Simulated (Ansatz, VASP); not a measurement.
**Mn: VASP beside Ansatz**

The input INCAR:

```
ALGO = Normal
EDIFF = 1E-6
ENCUT = 520
GGA = RP
ISIF = 2
ISMEAR = -1
ISPIN = 2
LASPH = T
LCHARG = T
LELF = T
LMAXMIX = 4
LORBIT = 11
LREAL = F
LVHAR = T
LWAVE = F
MAGMOM = 3.14 -3.14
NBANDS = 24
NELM = 150
PREC = Accurate
SIGMA = 0.05
```

KPOINTS

```
k-points
0
Gamma
  12 12 12
```

POSCAR

```
Mn
1.0
    2.9867760006      0.0000000000      0.0000000000
    0.0000000000      2.9867760006      0.0000000000
    0.0000000000      0.0000000000      2.9867760006
Mn
2
Direct
    0.0000000000      0.0000000000      0.0000000000
    0.5000000000      0.5000000000      0.5000000000
```

Input for Ansatz:

```yaml
crystal:
  lattice:
    - [2.9867760006, 0.0, 0.0]
    - [0.0, 2.9867760006, 0.0]
    - [0.0, 0.0, 2.9867760006]
  atoms:
    - { symbol: Mn, position: [0.0, 0.0, 0.0], spin: 3.14 }
    - { symbol: Mn, position: [0.5, 0.5, 0.5], spin: -3.14 }
hamiltonian:
  xc: rpbe
  pseudopotentials:
    kind: paw
    azcp:
      Mn: "pseudopotentials/Mn.paw.azcp"
basis:
  ecutwfc: 420
  fft_grid_basis: typed
kpoints:
  mp_grid: { grid: [12, 12, 12], shift: [0, 0, 0] }
magnetization:
  spin_polarized: true
scf:
  occupations: { method: fermi_dirac, width: 0.05 }
  lower_state_search: "off"
output:
  stress: true
  write_density: true
  write_potential: true
  elf: true
  volumetric_format: npy
```

Alike in both runs: task single point; functional RPBE; k mesh 12 × 12 × 12; occupations fermi-dirac, width 0.05 eV; collinear spin.

```csv
,VASP,Ansatz
version,VASP 6.6.1,Ansatz 0.2.0
potentials or method,"VASP PAW PBE potentials, release 64 (Mn_pv), cutoff 520 eV","plane waves (420 eV) with PAW, scalar-relativistic"
valence electrons in the cell,26,30
```

VASP gave:

- pressure (GPa): 2.5
- net moment per atom (μB): 0.00
- size of the moment on the site where the two differ most (μB): 3.02

What did Ansatz give for the same quantities?

Pressure (GPa): 2.2; net moment per atom (μB): 0.00; size of the moment on the site where the two differ most (μB): 2.96.

VASP's potentials were made for PBE, not for RPBE. Site moments also hang on the region over which each program counts them. VASP's potentials hold 26 valence electrons a cell and Ansatz's 30, so a difference there can come from the potentials and not from the codes.
